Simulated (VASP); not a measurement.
TaF3, 4 atoms in the cell. The structure is cubic, space group Pm-3m (No. 221). Conventional cell: a = 3.901 Å, b = 3.901 Å, c = 3.901 Å, α = 90.00°, β = 90.00°, γ = 90.00°. Ta (site symmetry m-3m) has 6 F at 1.95 Å within 2.6 Å. Within 2.6 Å of F (site symmetry 4/mmm) lie 2 Ta at 1.95 Å. 

| Quantity | Value |
| --- | --- |
| Program | VASP 6.6.1 |
| Task | single point |
| Functional | PBE |
| Potentials or basis | VASP PAW PBE potentials, release 64 (Ta_pv, F) |
| Cutoff | 520 eV |
| k mesh | 14 × 14 × 14 |
| Occupations | gaussian, width 0.15 eV |
| Spin | no spin polarisation |
| Dipole correction | no |
| Further INCAR settings | ALGO = Normal; EDIFF = 1e-06; NBANDS = 24 |

Potentials or basis: VASP PAW PBE potentials, release 64 (Ta_pv, F).

Command:

```bash
$ cat potpaw_PBE.64/Ta_pv/POTCAR potpaw_PBE.64/F/POTCAR > POTCAR
$ mpirun -np 1 vasp_std > vasp.out
```

Hardware: 1 thread of Intel Xeon 8259CL, on a shared host.

Q: How long does it take, and how much memory?

A: Run time: 4.1 min on 1 thread of Intel Xeon 8259CL, on a shared host, peak memory 0.27 GiB. Counts: scf iterations 14, k points 120.
